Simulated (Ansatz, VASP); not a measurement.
# Mg3SiO: VASP beside Ansatz

```xyz
5
Lattice="4.1414 0.0000 0.0000 0.0000 4.1414 0.0000 0.0000 0.0000 4.1414" Properties=species:S:1:pos:R:3 pbc="T T T"
Si    0.0000    0.0000    0.0000
O     2.0707    2.0707    2.0707
Mg    2.0707    2.0707    0.0000
Mg    2.0707    0.0000    2.0707
Mg    0.0000    2.0707    2.0707
```

Alike in both runs: task single point; functional r2SCAN; k mesh 6 × 6 × 6; occupations fermi-dirac, width 0.02 eV; no spin polarisation.

|  | VASP | Ansatz |
| --- | --- | --- |
| version | VASP 6.6.1 | Ansatz 0.2.0 |
| potentials or method | VASP PAW PBE potentials, release 64 (Si, O, Mg) | plane waves, PAW |
| plane-wave cutoff (eV) | 520 | 500 |
| valence electrons in the cell | 16 | 40 |

Ansatz gave:

| Quantity | Value |
| --- | --- |
| pressure (GPa) | 2.9 |

Question: Estimate VASP's values.

Answer: Pressure (GPa): 2.3.

VASP's potentials were made for PBE, not for r2SCAN. VASP's potentials hold 16 valence electrons a cell and Ansatz's 40, so a difference there can come from the potentials and not from the codes.
